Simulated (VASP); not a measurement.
# Fe (Im-3m) in VASP: notebook, part 2 of 2

VASP 6.6.1.

### 3 Single point, LDA, collinear spin, ferromagnetic start

Contents of INCAR:

```
SYSTEM = Fe
ALGO     = Normal         ! electronic algorithm
EDIFF    = 1E-6           ! SCF threshold, eV
ENCUT    = 600            ! plane-wave cutoff, eV
GGA_COMPAT= .FALSE.      
ISIF     = 2              ! what is computed and relaxed
ISMEAR   = 1              ! smearing method
ISPIN    = 2              ! spin polarisation
LASPH    = .TRUE.         ! aspherical terms in the spheres
LCHARG   = .FALSE.        ! write CHGCAR
LMAXMIX  = 4              ! l up to which the mixer works
LORBIT   = 11             ! projections on sites
LREAL    = .FALSE.        ! projectors in reciprocal space
LWAVE    = .FALSE.        ! write WAVECAR
MAGMOM   = 1.988          ! initial moments
NBANDS   = 18             ! bands
NELM     = 200            ! most SCF steps
PREC     = Accurate       ! precision mode
SIGMA    = 1.0            ! smearing width, eV
```

Contents of KPOINTS:

```
k-points
0
G
  16 16 16
  0 0 0
```

Contents of POSCAR:

```
Fe
1.0
   -1.3745984210      1.3745984210      1.3745984210
    1.3745984210     -1.3745984210      1.3745984210
    1.3745984210      1.3745984210     -1.3745984210
Fe
1
Direct
    0.0000000000      0.0000000000      0.0000000000
```

Potentials or basis: VASP PAW LDA potentials, release 64 (Fe_sv).

Launch:

```console
> cat potpaw_LDA.64/Fe_sv/POTCAR > POTCAR
> mpirun -np 1 vasp_std > vasp.out
```

OUTCAR:

```text
SYSTEM = Fe
   EDIFF = 1E-6
   ENCUT = 600
   ISIF = 2
   ISMEAR = 1
   ISPIN = 2
   LASPH = .TRUE.
   LORBIT = 11
   LREAL = .FALSE.
   NELM = 200
   PREC = Accurate

 ion  position               nearest neighbor table
   1  0.000  0.000  0.000-

  LATTYP: Found a body centered cubic cell.
 ALAT       =     2.7491968420

  Lattice vectors:

 A1 = (  -1.3745984210,   1.3745984210,   1.3745984210)
 A2 = (   1.3745984210,  -1.3745984210,   1.3745984210)
 A3 = (   1.3745984210,   1.3745984210,  -1.3745984210)

Analysis of symmetry for initial positions (statically):
=====================================================================
 Subroutine PRICEL returns:
 Original cell was already a primitive cell.

 Routine SETGRP: Setting up the symmetry group for a
 body centered cubic supercell.

 Subroutine GETGRP returns: Found 48 space group operations
 (whereof 48 operations were pure point group operations)
 out of a pool of 48 trial point group operations.

The static configuration has the point symmetry O_h .

Analysis of symmetry for dynamics (positions and initial velocities):
=====================================================================
 Subroutine PRICEL returns:
 Original cell was already a primitive cell.

 Routine SETGRP: Setting up the symmetry group for a
 body centered cubic supercell.

 Subroutine GETGRP returns: Found 48 space group operations
 (whereof 48 operations were pure point group operations)
 out of a pool of 48 trial point group operations.

The dynamic configuration has the point symmetry O_h .

Analysis of structural, dynamic, and magnetic symmetry:
=====================================================================
 Subroutine PRICEL returns:
 Original cell was already a primitive cell.

[... 131 lines left out ...]
   LHFCALC =     F    Hartree Fock is set to
   AEXX    =    0.0000 exact exchange contribution
   IVDW    =     0    specifies the selected vdW correction
   LEPSILON=     F    determine dielectric tensor
   LRPA    =     F    only Hartree local field effects (RPA)
 spin polarized calculation
 Methfessel and Paxton  Order N= 1 SIGMA  =   1.00
  energy-cutoff  :      600.00
  volume of cell :       10.39
 maximum number of plane-waves:       370
   NGX =  9   NGY =  9   NGZ =  9

 number of electron      16.0000021 magnetization       1.8537884

 Free energy of the ion-electron system (eV)
  ---------------------------------------------------
  ext. energy  EPLUGINS =         0.00000000
  ---------------------------------------------------
  free energy    TOTEN  =        -9.27228459 eV

  energy without entropy =       -9.33285284  energy(sigma->0) =       -9.29247401

 E-fermi :  13.3057     XC(G=0): -14.6917

 val. band max:       13.3049999644   @ k =  -0.3750   0.3750   0.1875
 cond. band min:      13.3080043871   @ k =  -0.2500   0.2500   0.1875
 fundamental gap:      0.0030044226
 Fermi energy:        13.3056882882

 spin component 1

 k-point     1 :       0.0000    0.0000    0.0000
  band No.  band energies     occupation
      1     -73.8208      1.00000
      2     -40.0382      1.00000
      3     -40.0382      1.00000
      4     -40.0382      1.00000
      5       4.1896      1.00000
      6      10.8415      1.00136
[... 493 lines left out ...]
     17      52.2291      0.00000
     18      55.3081      0.00000

 [... further k-points ...]

 spin component 2

 k-point     1 :       0.0000    0.0000    0.0000
  band No.  band energies     occupation
      1     -71.7691      1.00000
      2     -38.0330      1.00000
      3     -38.0330      1.00000
      4     -38.0330      1.00000
      5       4.5265      1.00000
      6      12.3504      1.01985
[... 493 lines left out ...]
     17      52.7061      0.00000
     18      55.8390      0.00000

 [... further k-points ...]

------------------------ aborting loop because EDIFF is reached ----------------------------------------

  FORCE on cell =-STRESS in cart. coord.  units (eV):
  Direction    XX          YY          ZZ          XY          YZ          ZX
  --------------------------------------------------------------------------------------
  -------------------------------------------------------------------------------------
  Total       -0.4322956     -0.4322956     -0.4322956      0.0000000      0.0000000      0.0000000
  in kB      -66.6659222    -66.6659222    -66.6659222      0.0000000      0.0000000      0.0000000
  external PRESSURE =     -66.6659222 kB  Pullay stress =       0.0000000 kB

 VOLUME and BASIS-vectors are now :
 -----------------------------------------------------------------------------
  energy-cutoff  :      600.00
  volume of cell :       10.39
      direct lattice vectors                 reciprocal lattice vectors
    -1.374598421  1.374598421  1.374598421     0.000000000  0.363742597  0.363742597
     1.374598421 -1.374598421  1.374598421     0.363742597  0.000000000  0.363742597
     1.374598421  1.374598421 -1.374598421     0.363742597  0.363742597  0.000000000

 POSITION                                       TOTAL-FORCE (eV/Angst)
 -----------------------------------------------------------------------------------
      0.00000      0.00000      0.00000         0.000000      0.000000     -0.000000
 -----------------------------------------------------------------------------------
    total drift:                                0.000000     -0.000000      0.000000

  FREE ENERGIE OF THE ION-ELECTRON SYSTEM (eV)
  ---------------------------------------------------
  free  energy   TOTEN  =        -9.2722845909 eV

  energy  without entropy=       -9.3328528388  energy(sigma->0) =       -9.29247401

 total charge

# of ion       s       p       d       tot
------------------------------------------
    1        2.203   6.048   5.555  13.806

 magnetization (x)

# of ion       s       p       d       tot
------------------------------------------
    1       -0.001  -0.005   1.832   1.827
```

stdout:

```text
POSCAR found type information on POSCAR Fe
 POSCAR found :  1 types and       1 ions
 scaLAPACK will be used
 LDA part: xc-table for (Slater(with rela. corr.)+CA(PZ))
 , standard interpolation
 POSCAR, INCAR and KPOINTS ok, starting setup
 FFT: planning ... GRIDC
 FFT: planning ... GRID_SOFT
 FFT: planning ... GRID
 WAVECAR not read
 entering main loop
```

Run time: 30 s. Hardware: 1 thread of Intel Xeon Platinum 8559C (Emerald Rapids), shared host; peak memory 0.16 GiB.

What came out:

```yaml
Free_energy: -9.2723 eV
Pressure: -6.7 GPa
Net_moment: 1.85 μB per cell
Site_moments: Fe +1.83 μB
Valence_electrons_inside_the_program's_atomic_spheres: Fe 13.81
```

Levels at points of the mesh, in eV from the Fermi level:
Spin up:
```
           k point  band 7  band 8  band 9  band 10  band 11  band 12
(0.00, 0.00, 0.00)   -2.46   -2.46   -0.91    -0.91    25.08    25.08
(0.50, 0.00, 0.00)   -0.87   -0.67    0.31     0.69     8.19    18.65
(0.50, 0.50, 0.50)    0.37    0.37    0.37    10.32    10.32    10.32
```
Spin down:
```csv
k point,band 3,band 4,band 5,band 6,band 7,band 8,band 9,band 10,band 11,band 12
"(0.00, 0.00, 0.00)",-51.34,-51.34,-8.78,-0.96,-0.96,-0.96,1.11,1.11,25.23,25.23
"(0.50, 0.00, 0.00)",-51.54,-51.34,-4.41,-2.38,0.64,1.03,1.40,2.45,9.36,18.92
"(0.50, 0.50, 0.50)",-51.78,-51.78,-4.00,-4.00,2.10,2.10,2.10,10.73,10.73,10.73
```
